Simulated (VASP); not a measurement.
A run of VASP 6.6.1 is set up as follows.

The input INCAR:

```
AGGAC    = 1.0          
AGGAX    = 1.0          
ALDAC    = 0.0          
ALDAX    = 1.0          
ALGO     = Normal         # electronic algorithm
EDIFF    = 1E-7           # SCF threshold, eV
ENCUT    = 520            # plane-wave cutoff, eV
GGA      = B5             # functional
ISIF     = 2              # what is computed and relaxed
ISMEAR   = -1             # smearing method
LASPH    = T              # aspherical terms in the spheres
LCHARG   = F              # write CHGCAR
LREAL    = F              # projectors in reciprocal space
LWAVE    = F              # write WAVECAR
NBANDS   = 22             # bands
NELM     = 80             # most SCF steps
PREC     = Accurate       # precision mode
SIGMA    = 0.1            # smearing width, eV
```

KPOINTS

```
k-points
0
Gamma
  8 8 12
```

POSCAR

```
Pt
1.0
    4.6313162671      0.0000000000      0.0000000000
   -2.3156581336      4.0108375403      0.0000000000
    0.0000000000      0.0000000000      2.7542428213
Pt
3
Direct
    1.0000000000      1.0000000000      0.0000000000
    0.3333333333      0.6666666667      0.5000000000
    0.6666666667      0.3333333333      0.5000000000
```

Potentials or basis: VASP PAW PBE potentials, release 64 (Pt).

The run is started by

```sh
$ cat potpaw_PBE.64/Pt/POTCAR > POTCAR
$ mpirun -np 1 vasp_std > vasp.out
```

(1) Estimate the band gap on the k mesh.

(2) What does it give for the pressure?

Results:

(1) zero (bands 15 and 16 overlap by 1.23 eV).

(2) 0.9 GPa.

Caveat: the PAW data sets were made with another functional, which shifts forces and pressure a little; spin-orbit coupling is left out, which moves the levels of the heavy elements.
